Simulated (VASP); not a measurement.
A run of VASP 6.6.1:

INCAR

```
SYSTEM = Re
AGGAC = 1.0 ; AGGAX = 1.0
ALDAC = 0.0 ; ALDAX = 1.0
ALGO = Normal ; EDIFF = 1E-6
ENCUT = 560 ; GGA = B5
GGA_COMPAT = .False. ; ISIF = 2
ISMEAR = -1 ; LASPH = .True.
LCHARG = .False. ; LREAL = .False.
LWAVE = .False. ; NBANDS = 14
NELM = 120 ; PREC = Accurate
SIGMA = 0.1
```

KPOINTS

```
k-points
0
Gamma
  15 15 15
  0 0 0
```

The input POSCAR:

```
Re
1.0
    0.0000000000      1.9283254816      1.9283254816
    1.9283254816      0.0000000000      1.9283254816
    1.9283254816      1.9283254816      0.0000000000
Re
1
Direct
    0.0000000000      0.0000000000      0.0000000000
```

Potentials or basis: VASP PAW PBE potentials, release 64 (Re_sv_GW).

The run is started by

```console
$ cat potpaw_PBE.64/Re_sv_GW/POTCAR > POTCAR
$ mpirun -np 1 vasp_std > vasp.out
```

Hardware: 1 thread of Intel(R) Xeon(R) Platinum 8259CL CPU @ 2.50GHz (Skylake/Cascade Lake) (shared host).

Q: How long does it take, and how much memory?

A: Run time: 55 s on 1 thread of Intel(R) Xeon(R) Platinum 8259CL CPU @ 2.50GHz (Skylake/Cascade Lake) (shared host), peak memory 0.16 GiB. Counts: scf iterations 12, k points 120.
